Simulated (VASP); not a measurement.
**RhN2: single point with LDA**

The system is RhN2.

```
CELL_PARAMETERS angstrom
3.97550 0.00000 0.00000
0.00000 4.78289 0.00000
0.00000 0.00000 2.75683
ATOMIC_POSITIONS crystal
Rh 0.50000 0.50000 0.50000
Rh 0.00000 0.00000 0.00000
N 0.37851 0.91494 0.50000
N 0.62149 0.08506 0.50000
N 0.12149 0.41494 0.00000
N 0.87851 0.58506 0.00000
```

```
Program                : VASP 6.6.1
Task                   : single point
Functional             : LDA
Potentials or basis    : VASP PAW LDA potentials, release 64 (Rh_pv, N)
Cutoff                 : 520 eV
k mesh                 : 6 × 5 × 8
Occupations            : methfessel-paxton, width 0.1 eV
Spin                   : no spin polarisation
Dipole correction      : no
Further INCAR settings : ALGO = Normal; EDIFF = 1e-06; NBANDS = 34
```

The pressure is 6.2 GPa and the largest force is 1.647 eV/Å. The band gap on the k mesh is zero (bands 25 and 26 overlap by 2.35 eV).

Forces on the atoms (eV/Å):
```
Rh   0.000  0.000  0.000
Rh   0.000  0.000  0.000
N   -1.322 -0.982  0.000
N    1.322  0.982  0.000
N    1.322 -0.982  0.000
N   -1.322  0.982  0.000
```

Stress tensor (GPa, compression positive):
```
9.83 0.00 0.00
0.00 7.87 0.00
0.00 0.00 1.04
```

Levels at points of the mesh, in eV from the Fermi level:
```tsv
k point	band 21	band 22	band 23	band 24	band 25	band 26	band 27	band 28	band 29	band 30
(0.00, 0.00, 0.00)	-3.28	-2.84	-2.06	-1.96	-1.62	-1.35	2.97	4.89	4.92	6.04
(0.50, 0.00, 0.00)	-2.09	-2.09	-1.61	-1.61	0.51	0.51	2.05	2.05	3.56	3.56
(0.00, 0.00, 0.50)	-2.22	-2.22	-0.07	-0.07	0.14	0.14	1.90	1.90	3.24	3.24
(0.50, 0.00, 0.50)	-3.08	-3.08	-1.88	-1.88	0.68	0.68	3.35	3.35	5.88	5.88
```

Wall time 40 s on 1 thread of AMD EPYC 9R45 (Zen 5), on a shared host, peak memory 0.17 GiB.

Caveat: the cell stands under pressure; forces of over 1 eV/Å act on the atoms, so gaps and moduli don't describe the material at rest.
